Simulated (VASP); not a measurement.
# Ni (Fm-3m) in VASP: settings compared

Aim: see how the results for Ni move with the level of theory and the settings. Levels: r2SCAN, r2SCAN+U. Tasks: relaxation of cell and atoms, single point.

All numbers are computed with VASP 6.6.1; they aren't measurements. Logs are shortened: lines on timing, memory, paths and dates and some standing lists are left out, and cuts for length are marked.

**1. The cell of the first run**

The structure is cubic, space group Fm-3m (No. 225). Conventional cell: a = 3.409 Å, b = 3.409 Å, c = 3.409 Å, α = 90.00°, β = 90.00°, γ = 90.00°. Within 3.2 Å of Ni (site symmetry m-3m) lie 12 Ni at 2.41 Å.

**2. Relaxation of cell and atoms, r2SCAN**

Contents of POSCAR:

```
Ni
1.0
    0.0000000000      1.7047240000      1.7047240000
    1.7047240000      0.0000000000      1.7047240000
    1.7047240000      1.7047240000      0.0000000000
Ni
1
Direct
    0.0000000000      0.0000000000      0.0000000000
```

Contents of INCAR.step1:

```
ALGO = Normal
EDIFF = 1E-4
ENCUT = 600
GGA = PE
ISMEAR = 1
LASPH = T
LCHARG = F
LREAL = F
LWAVE = T
NELM = 60
PREC = Accurate
SIGMA = 0.0173
```

Contents of INCAR.step2:

```
ALGO = Normal
EDIFF = 1E-6
EDIFFG = -0.01
ENCUT = 600
IBRION = 2
ISIF = 3
ISMEAR = 1
ISTART = 1
LASPH = T
LCHARG = F
LMIXTAU = T
LREAL = F
LWAVE = F
METAGGA = R2SCAN
NELM = 60
NSW = 60
PREC = Accurate
SIGMA = 0.0173
```

Contents of KPOINTS:

```
k-points
0
Gamma
  9 9 9
```

Potentials or basis: VASP PAW PBE potentials, release 64 (Ni).

Run with:

```
cat potpaw_PBE.64/Ni/POTCAR > POTCAR
cp INCAR.step1 INCAR
mpirun -np 1 vasp_std > vasp.out
cp INCAR.step2 INCAR
mpirun -np 1 vasp_std > vasp.out
```

OUTCAR:

```text
EDIFF = 1E-6
   EDIFFG = -0.01
   ENCUT = 600
   IBRION = 2
   ISIF = 3
   ISMEAR = 1
   ISTART = 1
   LASPH = T
   LREAL = F
   METAGGA = R2SCAN
   NELM = 60
   NSW = 60
   PREC = Accurate

 ion  position               nearest neighbor table
   1  0.000  0.000  0.000-

  LATTYP: Found a face centered cubic cell.
 ALAT       =     3.4094480000

  Lattice vectors:

 A1 = (   0.0000000000,   1.7047240000,   1.7047240000)
 A2 = (   1.7047240000,   0.0000000000,   1.7047240000)
 A3 = (   1.7047240000,   1.7047240000,   0.0000000000)

Analysis of symmetry for initial positions (statically):
=====================================================================
 Subroutine PRICEL returns:
 Original cell was already a primitive cell.

 Routine SETGRP: Setting up the symmetry group for a
 face centered cubic supercell.

 Subroutine GETGRP returns: Found 48 space group operations
 (whereof 48 operations were pure point group operations)
 out of a pool of 48 trial point group operations.

The static configuration has the point symmetry O_h .

Analysis of symmetry for dynamics (positions and initial velocities):
=====================================================================
 Subroutine PRICEL returns:
 Original cell was already a primitive cell.

 Routine SETGRP: Setting up the symmetry group for a
 face centered cubic supercell.

 Subroutine GETGRP returns: Found 48 space group operations
 (whereof 48 operations were pure point group operations)
 out of a pool of 48 trial point group operations.

The dynamic configuration has the point symmetry O_h .

 Subroutine INISYM returns: Found 48 space group operations
 (whereof 48 operations are pure point group operations),
 and found     1 'primitive' translations

----------------------------------------------------------------------------------------

                                     Primitive cell

  volume of cell :       9.9081

  direct lattice vectors                    reciprocal lattice vectors
     0.000000000  1.704724000  1.704724000    -0.293302611  0.293302611  0.293302611
     1.704724000  0.000000000  1.704724000     0.293302611 -0.293302611  0.293302611
     1.704724000  1.704724000  0.000000000     0.293302611  0.293302611 -0.293302611

  length of vectors
     2.410843801  2.410843801  2.410843801     0.508015024  0.508015024  0.508015024

  position of ions in fractional coordinates (direct lattice)
     0.000000000  0.000000000  0.000000000

  ion indices of the primitive-cell ions
   primitive index   ion index
                 1           1

----------------------------------------------------------------------------------------

 KPOINTS: k-points

Automatic generation of k-mesh.
 Grid dimensions read from file:
 generate k-points for:    9    9    9

 Generating k-lattice:

  Cartesian coordinates                     Fractional coordinates (reciprocal lattice)
    -0.032589179  0.032589179  0.032589179     0.111111111  0.000000000  0.000000000
     0.032589179 -0.032589179  0.032589179     0.000000000  0.111111111  0.000000000
     0.032589179  0.032589179 -0.032589179     0.000000000  0.000000000  0.111111111

  Length of vectors
     0.056446114  0.056446114  0.056446114

  Shift w.r.t. Gamma in fractional coordinates (k-lattice)
     0.000000000  0.000000000  0.000000000

 Subroutine IBZKPT returns following result:
 ===========================================

 Found     35 irreducible k-points:

 Following reciprocal coordinates:
            Coordinates               Weight
  0.000000  0.000000  0.000000      1.000000
  0.111111  0.000000  0.000000      8.000000
  0.222222  0.000000  0.000000      8.000000
  0.333333  0.000000  0.000000      8.000000
  0.444444  0.000000  0.000000      8.000000
  0.111111  0.111111  0.000000      6.000000
[... 16 lines left out ...]
 -0.333333  0.333333  0.000000     12.000000
  0.444444  0.444444  0.000000      6.000000
 [... further k-points ...]
   k-points           NKPTS =     35   k-points in BZ     NKDIM =     35   number of bands    NBANDS=      9
   number of dos      NEDOS =    301   number of ions     NIONS =      1
   total plane-waves  NPLWV =   8000
   dimension x,y,z NGX =    20 NGY =   20 NGZ =   20
   dimension x,y,z NGXF=    40 NGYF=   40 NGZF=   40
   ions per type =               1
   NGX,Y,Z   is equivalent  to a cutoff of  13.79, 13.79, 13.79 a.u.
   NGXF,Y,Z  is equivalent  to a cutoff of  27.58, 27.58, 27.58 a.u.
 SYSTEM =  unknown system
   PREC   = accura    normal or accurate (medium, high low for compatibility)
   ISTART =      1    job   : 0-new  1-cont  2-samecut
   ICHARG =      0    charge: 1-file 2-atom 10-const
   ISPIN  =      1    spin polarized calculation?
   LNONCOLLINEAR =      F non collinear calculations
   LSORBIT =      F    spin-orbit coupling
   LASPH  =      T    aspherical Exc in radial PAW
   ENCUT  =  600.0 eV  44.10 Ry    6.64 a.u.   4.82  4.82  4.82*2*pi/ulx,y,z
   NELM   =     60;   NELMIN=  2; NELMDL=  0     # of ELM steps
   EDIFF  = 0.1E-05   stopping-criterion for ELM
   LREAL  =      F    real-space projection
   EDIFFG = -.1E-01   stopping-criterion for IOM
   NSW    =     60    number of steps for IOM
   IBRION =      2    ionic relax: 0-MD 1-quasi-New 2-CG
   NFREE  =      1    steps in history (QN), initial steepest desc. (CG)
   ISIF   =      3    stress and relaxation
   ISYM   =      2    0-nonsym 1-usesym 2-fastsym
   POTIM  = 0.5000    time-step for ionic-motion
   TEBEG  =    0.0;   TEEND  =   0.0 temperature during run
   PSTRESS=    0.0 pullay stress
   NELECT =      10.0000    total number of electrons
   NUPDOWN=      -1.0000    fix difference up-down
   EMIN   =  10.00;   EMAX   =-10.00  energy-range for DOS
   EFERMI =   0.00;   METHOD = LEGACY
   ISMEAR =     1;   SIGMA  =   0.02  broadening in eV -4-tet -1-fermi 0-gaus
   EFERMI_NEDOS =   21; number of points for ismear=-14 and -15
   IALGO  =     38    algorithm
   IMIX   =      4    mixing-type and parameters
     AMIX     =   0.40;   BMIX     =  1.00
     AMIX_MAG =   1.60;   BMIX_MAG =  1.00
  volume/ion in A,a.u.               =       9.91        66.86
  Fermi-wavevector in a.u.,A,eV,Ry     =   1.642142  3.103199 36.689891  2.696631
  Thomas-Fermi vector in A             =   2.732494
   LORBIT       =      0    0 simple, 1 ext, 2 COOP (PROOUT), +10 PAW based schemes
   METAGGA = R2SCAN    functional components
   LHFCALC =     F    Hartree Fock is set to
   AEXX    =    0.0000 exact exchange contribution
   IVDW    =     0    specifies the selected vdW correction
   LEPSILON=     F    determine dielectric tensor
   LRPA    =     F    only Hartree local field effects (RPA)
 conjugate gradient relaxation of ions
 non-spin polarized calculation
 Methfessel and Paxton  Order N= 1 SIGMA  =   0.02
  energy-cutoff  :      600.00
  volume of cell :        9.91
 maximum number of plane-waves:       335
   NGX =  9   NGY =  9   NGZ =  9

--------------------------------------- Ionic step        1  -------------------------------------------

 number of electron       9.9999997 magnetization

 Free energy of the ion-electron system (eV)
  ---------------------------------------------------
  ext. energy  EPLUGINS =         0.00000000
  ---------------------------------------------------
  free energy    TOTEN  =       -11.82233195 eV

  energy without entropy =      -11.82239045  energy(sigma->0) =      -11.82235145

 E-fermi :  10.2923     XC(G=0): -15.0112

 val. band max:       10.2695631309   @ k =  -0.4444   0.2222   0.0000
 cond. band min:      10.2967824599   @ k =   0.4444   0.1111   0.0000
 fundamental gap:      0.0272193289
 Fermi energy:        10.2922801774

 k-point     1 :       0.0000    0.0000    0.0000
  band No.  band energies     occupation
      1       0.5041      2.00000
      2       8.1912      2.00000
      3       8.1912      2.00000
      4       8.1912      2.00000
      5       9.3917      2.00000
      6       9.3917      2.00000
      7      35.9490      0.00000
      8      41.0199      0.00000
      9      41.0200      0.00000

 k-point     2 :       0.1111    0.0000    0.0000
  band No.  band energies     occupation
      1       1.0371      2.00000
      2       8.0399      2.00000
      3       8.3069      2.00000
      4       8.3069      2.00000
      5       9.3482      2.00000
      6       9.3482      2.00000
      7      33.9915      0.00000
      8      37.6185      0.00000
      9      40.1086      0.00000
[... 391 lines left out ...]
 POSITION                                       TOTAL-FORCE (eV/Angst)
 -----------------------------------------------------------------------------------
      0.00000      0.00000      0.00000         0.000000     -0.000000     -0.000000
 -----------------------------------------------------------------------------------
    total drift:                                0.000000      0.000000      0.000000

  FREE ENERGIE OF THE ION-ELECTRON SYSTEM (eV)
  ---------------------------------------------------
  free  energy   TOTEN  =       -11.8392113292 eV

  energy  without entropy=      -11.8393160381  energy(sigma->0) =      -11.83924623

--------------------------------------- Ionic step        5  -------------------------------------------

 number of electron       9.9999995 magnetization

 Free energy of the ion-electron system (eV)
  ---------------------------------------------------
  ext. energy  EPLUGINS =         0.00000000
  ---------------------------------------------------
  free energy    TOTEN  =       -11.83921141 eV

  energy without entropy =      -11.83931611  energy(sigma->0) =      -11.83924631

 E-fermi :   9.5829     XC(G=0): -14.6852

 val. band max:        9.5636849654   @ k =  -0.4444   0.2222   0.0000
 cond. band min:       9.5879237843   @ k =   0.4444   0.1111   0.0000
 fundamental gap:      0.0242388189
 Fermi energy:         9.5829242655

 k-point     1 :       0.0000    0.0000    0.0000
  band No.  band energies     occupation
      1       0.1491      2.00000
      2       7.6275      2.00000
      3       7.6275      2.00000
      4       7.6275      2.00000
      5       8.7407      2.00000
      6       8.7407      2.00000
      7      34.8373      0.00000
      8      39.5335      0.00000
      9      39.5335      0.00000

 k-point     2 :       0.1111    0.0000    0.0000
  band No.  band energies     occupation
      1       0.6642      2.00000
      2       7.4872      2.00000
      3       7.7356      2.00000
      4       7.7356      2.00000
      5       8.7008      2.00000
      6       8.7008      2.00000
      7      32.7287      0.00000
      8      36.3362      0.00000
      9      38.5791      0.00000
[... 286 lines left out ...]
 POSITION                                       TOTAL-FORCE (eV/Angst)
 -----------------------------------------------------------------------------------
      1.73122      1.73122      3.46243        -0.000000      0.000000     -0.000000
 -----------------------------------------------------------------------------------
    total drift:                               -0.000000     -0.000000      0.000000

  FREE ENERGIE OF THE ION-ELECTRON SYSTEM (eV)
  ---------------------------------------------------
  free  energy   TOTEN  =       -11.8392114144 eV

  energy  without entropy=      -11.8393161138  energy(sigma->0) =      -11.83924631

 reached required accuracy - stopping structural energy minimisation
```

It took 30 s on 1 thread of Intel Xeon 6975P-C (Granite Rapids), shared host; peak memory 0.13 GiB.

What came out:

```yaml
Free_energy: -11.8392 eV
Relaxed_volume: 10.38 Å³/atom
Relaxed_cell: a = 2.448 Å, b = 2.448 Å, c = 2.448 Å, α = 60.00°, β = 60.00°, γ = 60.00°
Space_group_after_relaxing_to_0.05_Å: Fm-3m (No. 225)
Energy_gained_by_relaxing: 16.9 meV/atom
Ionic_steps: 5
Pressure_after_relaxing: 0.0 GPa
Band_gap_on_the_k_mesh: zero (band 5 reaches 9.78 eV, above the bottom of band 6 at 8.70 eV)
```

Step by step:
| step | energy change (eV) | largest force (eV/Å) | pressure (GPa) | volume (Å³) |
| --- | --- | --- | --- | --- |
| 1 | 0.0000 | 0.0000 | 11.95 | 9.91 |
| 2 | 0.0071 | 0.0000 | -11.64 | 11.01 |
| 3 | -0.0169 | 0.0000 | -0.29 | 10.39 |
| 4 | -0.0169 | 0.0000 | 0.45 | 10.38 |
| 5 | -0.0169 | 0.0000 | 0.01 | 10.38 |

Final structure:
```
Ni
1.0
     0.00000    1.73122    1.73122
     1.73122    0.00000    1.73122
     1.73122    1.73122    0.00000
Ni
1
Direct
  0.00000 0.00000 0.00000
```

Levels at points of the mesh, in eV from the Fermi level:
| k point | band 1 | band 2 | band 3 | band 4 | band 5 | band 6 | band 7 | band 8 | band 9 |
| --- | --- | --- | --- | --- | --- | --- | --- | --- | --- |
| (0.00, 0.00, 0.00) | -9.43 | -1.96 | -1.96 | -1.96 | -0.84 | -0.84 | 25.25 | 29.95 | 29.95 |

Caveat: the PAW data sets were made with another functional, which shifts forces and pressure a little; the run has no spin polarisation, though such a crystal can be magnetic.

**3. Single point, r2SCAN**

This run uses another cell than the first one, of 10.36 Å³/atom, 1.046 times its volume.

Contents of POSCAR:

```
Ni
1.0
   -0.0000002733      1.7302403701      1.7302403683
    1.7302407381     -0.0000006419      1.7302407370
    1.7302405610      1.7302405616     -0.0000004648
Ni
1
Direct
    0.0000000000      0.0000000000      0.0000000000
```

Contents of INCAR.step1:

```
SYSTEM = Ni
ALGO = Normal
EDIFF = 1E-4
ENCUT = 520
GGA = PE
ISMEAR = 1
ISYM = 0
LASPH = .TRUE.
LCHARG = .FALSE.
LREAL = .FALSE.
LWAVE = .TRUE.
NBANDS = 11
NELM = 60
PREC = Accurate
SIGMA = 0.0173
```

Contents of INCAR.step2:

```
SYSTEM = Ni
ALGO = Normal
EDIFF = 1E-6
ENCUT = 520
ISIF = 2
ISMEAR = 1
ISTART = 1
ISYM = 0
LASPH = .TRUE.
LCHARG = .TRUE.
LELF = .TRUE.
LMIXTAU = .TRUE.
LREAL = .FALSE.
LVHAR = .TRUE.
LWAVE = .FALSE.
METAGGA = R2SCAN
NBANDS = 11
NELM = 60
PREC = Accurate
SIGMA = 0.0173
```

Contents of KPOINTS:

```
k-points
0
G
  9 9 9
  0 0 0
```

Potentials or basis: VASP PAW PBE potentials, release 64 (Ni).

Run with:

```
cat potpaw_PBE.64/Ni/POTCAR > POTCAR
cp INCAR.step1 INCAR
mpirun -np 1 vasp_std > vasp.out
cp INCAR.step2 INCAR
mpirun -np 1 vasp_std > vasp.out
```

Wall time 52 s (1 thread of Intel Xeon 6975P-C (Granite Rapids), shared host); peak memory 0.15 GiB.

The run converged. Its results:

- Free energy: -11.8393 eV
- Pressure: 0.7 GPa
- Band gap on the k mesh: zero (band 5 reaches 9.81 eV, above the bottom of band 6 at 8.72 eV)

Levels at points of the mesh, in eV from the Fermi level:
| k point | band 1 | band 2 | band 3 | band 4 | band 5 | band 6 | band 7 | band 8 | band 9 | band 10 |
| --- | --- | --- | --- | --- | --- | --- | --- | --- | --- | --- |
| (0.00, 0.00, 0.00) | -9.45 | -1.96 | -1.96 | -1.96 | -0.84 | -0.84 | 25.27 | 29.98 | 29.98 | 29.98 |

Caveat: the PAW data sets were made with another functional, which shifts forces and pressure a little; the run has no spin polarisation, though such a crystal can be magnetic. Spin polarisation is off, so any magnetic state and its effect on volume and gap are missing.

**4. Relaxation of cell and atoms, r2SCAN+U**

Contents of POSCAR:

```
Ni
1.0
    0.0000000000      1.7047240000      1.7047240000
    1.7047240000      0.0000000000      1.7047240000
    1.7047240000      1.7047240000      0.0000000000
Ni
1
Direct
    0.0000000000      0.0000000000      0.0000000000
```

Contents of INCAR.step1:

```
  ALGO = Normal
  EDIFF = 1E-4
  ENCUT = 600
  GGA = PE
  ISMEAR = 1
  LASPH = T
  LCHARG = F
  LDAU = T
  LDAUJ = 0
  LDAUL = 2
  LDAUTYPE = 2
  LDAUU = 3
  LMAXMIX = 4
  LREAL = F
  LWAVE = T
  NELM = 150
  PREC = Accurate
  SIGMA = 0.0173
```

Contents of INCAR.step2:

```
  ALGO = Normal
  EDIFF = 1E-7
  EDIFFG = -0.01
  ENCUT = 600
  IBRION = 2
  ISIF = 3
  ISMEAR = 1
  ISTART = 1
  LASPH = T
  LCHARG = F
  LDAU = T
  LDAUJ = 0
  LDAUL = 2
  LDAUPRINT = 1
  LDAUTYPE = 2
  LDAUU = 3
  LMAXMIX = 4
  LMIXTAU = T
  LREAL = F
  LWAVE = F
  METAGGA = R2SCAN
  NELM = 150
  NSW = 60
  PREC = Accurate
  SIGMA = 0.0173
```

Contents of KPOINTS:

```
k-points
0
Gamma
  11 11 11
```

Run with:

```
cat potpaw_PBE.64/Ni/POTCAR > POTCAR
cp INCAR.step1 INCAR
mpirun -np 1 vasp_std > vasp.out
cp INCAR.step2 INCAR
mpirun -np 1 vasp_std > vasp.out
```

Wall time 41 s (1 thread of Intel Xeon 6975P-C (Granite Rapids), shared host); peak memory 0.13 GiB.

Results (log left out):

| Item | Value |
| --- | --- |
| Free energy | -9.8914 eV |
| Relaxed volume | 10.03 Å³/atom |
| Relaxed cell | a = 2.421 Å, b = 2.421 Å, c = 2.421 Å, α = 60.00°, β = 60.00°, γ = 60.00° |
| Space group after relaxing (to 0.05 Å) | Fm-3m (No. 225) |
| Energy gained by relaxing | 1.0 meV/atom |
| Ionic steps | 3 |
| Pressure after relaxing | 0.0 GPa |
| Band gap on the k mesh | zero (band 5 reaches 9.81 eV, above the bottom of band 6 at 8.33 eV) |

Step by step:
| step | energy change (eV) | largest force (eV/Å) | pressure (GPa) | volume (Å³) |
| --- | --- | --- | --- | --- |
| 1 | 0.0000 | 0.0000 | 2.82 | 9.91 |
| 2 | 0.0002 | 0.0000 | -2.83 | 10.16 |
| 3 | -0.0010 | 0.0000 | 0.05 | 10.03 |

Final structure:
```yaml
crystal:
  lattice:
    - [0.00000, 1.71156, 1.71156]
    - [1.71156, 0.00000, 1.71156]
    - [1.71156, 1.71156, 0.00000]
  atoms:
    - { symbol: Ni, position: [0.00000, 0.00000, 0.00000] }
```

Levels at points of the mesh, in eV from the Fermi level:
```
           k point  band 2  band 3  band 4  band 5  band 6  band 7  band 8  band 9
(0.00, 0.00, 0.00)   -2.10   -2.10   -2.10   -1.21   -1.21   26.07   31.03   31.03
```

Eigenvalues of the final occupation matrices:
```tsv
site	spin	trace	eigenvalues
site 1 d	1	4.28	0.82 0.82 0.82 0.91 0.91
site 1 d	2	4.28	0.82 0.82 0.82 0.91 0.91
```

Caveat: the PAW data sets were made with another functional, which shifts forces and pressure a little; the run has no spin polarisation, though such a crystal can be magnetic; U without spin polarisation on a metal has little footing; the U is typed as a test and isn't derived for this compound. Spin polarisation is off, so any magnetic state and its effect on volume and gap are missing.

**5. Summary**

| task | level | U | cell | k mesh | cutoff (eV) | gap on the mesh (eV) | pressure (GPa) | relaxed volume (Å³/atom) |
| --- | --- | --- | --- | --- | --- | --- | --- | --- |
| relaxation of cell and atoms | r2SCAN | - | relaxed from a = 2.411 Å, angles 60.0°, 1 atom | 9 × 9 × 9 | 600 | none | 0.0 | 10.38 |
| single point | r2SCAN | - | a = 2.447 Å, angles 60.0°, 1 atom | 9 × 9 × 9 | 520 | none | 0.7 | - |
| relaxation of cell and atoms | r2SCAN+U | Ni d U = 3.0 eV | relaxed from a = 2.411 Å, angles 60.0°, 1 atom | 11 × 11 × 11 | 600 | none | 0.0 | 10.03 |

Alike in all rows: potentials or basis VASP PAW PBE potentials, release 64 (Ni); no spin polarisation; smearing methfessel-paxton 0.0173 eV.

Caveats: the PAW data sets were made with another functional, which shifts forces and pressure a little; the run has no spin polarisation, though such a crystal can be magnetic; U without spin polarisation on a metal has little footing (some runs); the U is typed as a test and isn't derived for this compound (some runs).

Absolute energies hang on the potentials; compare differences alone.
